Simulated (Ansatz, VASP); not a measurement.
## MnO in VASP and in Ansatz

The input INCAR:

```
SYSTEM = MnO
  ALGO = Normal
  EDIFF = 1E-7
  ENCUT = 520
  GGA = PS
  ISIF = 2
  ISMEAR = 0
  ISPIN = 2
  LASPH = .TRUE.
  LCHARG = .TRUE.
  LELF = .TRUE.
  LMAXMIX = 4
  LORBIT = 11
  LREAL = .FALSE.
  LVHAR = .TRUE.
  LWAVE = .FALSE.
  MAGMOM = 4.41 0.25
  NBANDS = 20
  NELM = 150
  PREC = Accurate
  SIGMA = 0.15
```

Contents of KPOINTS:

```
k-points
0
G
  18 18 18
  0 0 0
```

File POSCAR:

```
MnO
1.0
    0.0000000000      2.2775500000      2.2220000000
    2.2220000000      0.0000000000      2.2220000000
    2.2220000000      2.2775500000      0.0000000000
Mn O
1 1
Direct
    0.0000000000      0.0000000000      0.0000000000
    0.5000000000      0.5000000000      0.5000000000
```

Input for Ansatz:

```yaml
crystal:
  lattice:
    - [0.0, 2.27755, 2.222]
    - [2.222, 0.0, 2.222]
    - [2.222, 2.27755, 0.0]
  atoms:
    - { symbol: Mn, position: [0.0, 0.0, 0.0], spin: 4.41 }
    - { symbol: O, position: [0.5, 0.5, 0.5], spin: 0.25 }
basis:
  ecutwfc: 420
kpoints:
  mp_grid: { grid: [18, 18, 18] }
hamiltonian:
  xc: pbesol
scf:
  occupations: { method: gaussian, width: 0.15 }
output:
  forces: true
  stress: true
  eigenvalues: true
  populations: true
magnetization:
  spin_polarized: true
```

Change from the starting cell: strain +0.0250 x Voigt [0, 1, 0, 0, 0, 0], atoms carried along.

Alike in both runs: task single point; functional PBEsol; k mesh 18 × 18 × 18; occupations gaussian, width 0.15 eV; collinear spin.

|  | VASP | Ansatz |
| --- | --- | --- |
| version | VASP 6.6.1 | Ansatz 0.2.0 |
| potentials or method | VASP PAW PBE potentials, release 64 (Mn_pv, O), cutoff 520 eV | scalar-relativistic, plane waves, PAW |
| valence electrons in the cell | 19 | 21 |

|  | VASP | Ansatz | Ansatz less VASP |
| --- | --- | --- | --- |
| gap on the k mesh at the Fermi level (eV) | none | none | - |
| pressure (GPa) | -9.5 | -9.7 | -0.24 |
| traceless stress, the component that is largest in VASP (GPa) | 0.61 | 0.69 | +0.084 |
| net moment per atom (μB) | 2.39 | 2.39 | 0.000 |
| size of the moment on the site where the two differ most (μB) | 4.33 | 4.04 | -0.290 |

VASP's potentials were made for PBE, not for PBEsol. Site moments also hang on the region over which each program counts them. A gap of «none» marks a metal or a gap that the smearing closes. VASP's potentials hold 19 valence electrons a cell and Ansatz's 21, so a difference there can come from the potentials and not from the codes.
